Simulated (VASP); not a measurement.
Input of a VASP 6.6.1 run:

INCAR

```
PREC = Accurate
ENCUT = 520
EDIFF = 1E-6
ISMEAR = 0
SIGMA = 0.1
LREAL = False
LASPH = True
NELM = 100
ALGO = Normal
ISIF = 2
LWAVE = False
LCHARG = True
GGA = PE
LELF = True
LVHAR = True
NBANDS = 20
```

File KPOINTS:

```
Automatic mesh
0
Gamma
  10 6 16
```

The input POSCAR:

```
Se
1.0
    4.8681583976      0.0000000000      0.0000000000
    0.0000000000      7.9093295400      0.0000000000
    0.0000000000      0.0000000000      2.7402019956
Se
4
Direct
    0.6740806000      0.4010458100      0.2638364000
    0.8259194000      0.9010458100      0.7361636000
    0.3259194000      0.5989541900      0.2638364000
    0.1740806000      0.0989541900      0.7361636000
```

Potentials or basis: VASP PAW PBE potentials, release 64 (Se).

Launch:

```bash
$ cat potpaw_PBE.64/Se/POTCAR > POTCAR
$ mpirun -np 1 vasp_std > vasp.out
```

Predict the band gap on the k mesh.

zero (bands 12 and 13 overlap by 3.11 eV).

Estimate the largest force.

0.689 eV/Å.

What does it give for the pressure?

1.8 GPa.

Stress tensor (GPa, compression positive):
```
 3.01  0.00  0.00
 0.00  2.90  0.00
 0.00  0.00 -0.63
```
